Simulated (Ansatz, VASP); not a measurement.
## H12CO5 in VASP and in Ansatz

```
CELL_PARAMETERS angstrom
5.71848 0.00000 0.00000
0.00000 5.71848 0.00000
0.00000 0.00000 5.71848
ATOMIC_POSITIONS crystal
O 0.82772 0.79459 0.48354
O 0.08476 0.34225 0.04858
O 0.34431 0.02051 0.91556
O 0.17007 0.62838 0.73043
O 0.66219 0.18397 0.62842
H 0.96258 0.72191 0.57569
H 0.86653 0.78165 0.31853
H 0.18561 0.19813 0.99029
H 0.15102 0.37857 0.20104
H 0.47418 0.08274 0.81507
H 0.28129 0.87436 0.84149
H 0.12840 0.51092 0.86985
H 0.29444 0.55084 0.64296
H 0.55067 0.48305 0.46725
H 0.73681 0.03261 0.56858
H 0.61191 0.24718 0.27194
H 0.34879 0.23026 0.44749
C 0.53700 0.28979 0.44704
```

Alike in both runs: functional LDA; k mesh 1 × 1 × 1; occupations fermi-dirac, width 0.05 eV; no spin polarisation.

Ansatz relaxed the structure, and its values are those at the end. VASP's run is a single point on that final structure, the one shown.

|  | VASP | Ansatz |
| --- | --- | --- |
| version | VASP 6.6.1 | Ansatz 0.2.0 |
| potentials or method | VASP PAW LDA potentials, release 64 (O, H, C), cutoff 520 eV | scalar-relativistic, plane waves, PAW |
| valence electrons in the cell | 46 | 46 |

|  | VASP | Ansatz | Ansatz less VASP |
| --- | --- | --- | --- |
| gap on the k mesh at the Fermi level (eV) | 4.38 | 4.40 | +0.012 |
| rms of the force components (eV/Å) | 0.125 | 0.084 | -0.0415 |

LDA's correlation is that of Perdew and Zunger in VASP and of Perdew and Wang (1992) in Ansatz.
